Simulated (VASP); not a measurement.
Al2Pt, 3 atoms in the cell. The structure is cubic, space group Fm-3m (No. 225). Conventional cell: a = 5.910 Å, b = 5.910 Å, c = 5.910 Å, α = 90.00°, β = 90.00°, γ = 90.00°. Pt (site symmetry m-3m) has 8 Al at 2.56 Å within 3.4 Å. Within 3.4 Å of Al (site symmetry -43m) lie 4 Pt at 2.56 Å and 6 Al at 2.96 Å. 

- Program: VASP 6.6.1
- Task: single point
- Functional: PBEsol
- Potentials or basis: VASP PAW PBE potentials, release 64 (Pt, Al)
- Cutoff: 520 eV
- k mesh: 8 × 8 × 8
- Occupations: fermi-dirac, width 0.05 eV
- Spin: non-collinear spin, zero start, spin-orbit coupling
- Starting moments: [[0.0, 0.0, 0.0], [0.0, 0.0, 0.0], [0.0, 0.0, 0.0]] μB
- Dipole correction: no
- Further INCAR settings: ALGO = Normal; EDIFF = 1e-06; NBANDS = 29

Potentials or basis: VASP PAW PBE potentials, release 64 (Pt, Al).

Command:

```bash
$ cat potpaw_PBE.64/Pt/POTCAR potpaw_PBE.64/Al/POTCAR > POTCAR
$ mpirun -np 1 vasp_ncl > vasp.out
```

Hardware: 1 thread of Intel Xeon 8259CL, on a shared host.

Q: Estimate the wall time of this run.

A: It took 2.2 min on 1 thread of Intel Xeon 8259CL (shared host), peak memory 0.34 GiB. Counts: scf iterations 12, k points 29.
